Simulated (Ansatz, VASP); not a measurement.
## One calculation of PbS, two programs

```
Pb S
1.0
     3.57902    0.00000    0.00000
     0.00000    3.57902    0.00000
     0.00000    0.00000    3.61481
Pb S
1 1
Direct
  0.00000 0.00000 0.00000
  0.50000 0.50000 0.50000
```

Change from the starting cell: strain e3 = +0.01, atoms carried along.

Alike in both runs: task single point; functional PBEsol; k mesh 8 × 8 × 8; occupations gaussian, width 0.05 eV; no spin polarisation.

|  | VASP | Ansatz |
| --- | --- | --- |
| version | VASP 6.6.1 | Ansatz 0.2.0 |
| potentials or method | VASP PAW PBE potentials, release 64 (Pb_d, S), cutoff 520 eV | scalar-relativistic, plane waves, PAW |
| valence electrons in the cell | 20 | 20 |

```tsv
	VASP	Ansatz	Ansatz less VASP
gap on the k mesh at the Fermi level (eV)	none	none	-
pressure (GPa)	-0.7	-0.6	+0.04
traceless stress, the component that is largest in VASP (GPa)	-0.64	-0.64	-0.002
```

VASP's potentials were made for PBE, not for PBEsol. A gap of «none» marks a metal or a gap that the smearing closes.

Spin-orbit coupling is off throughout.
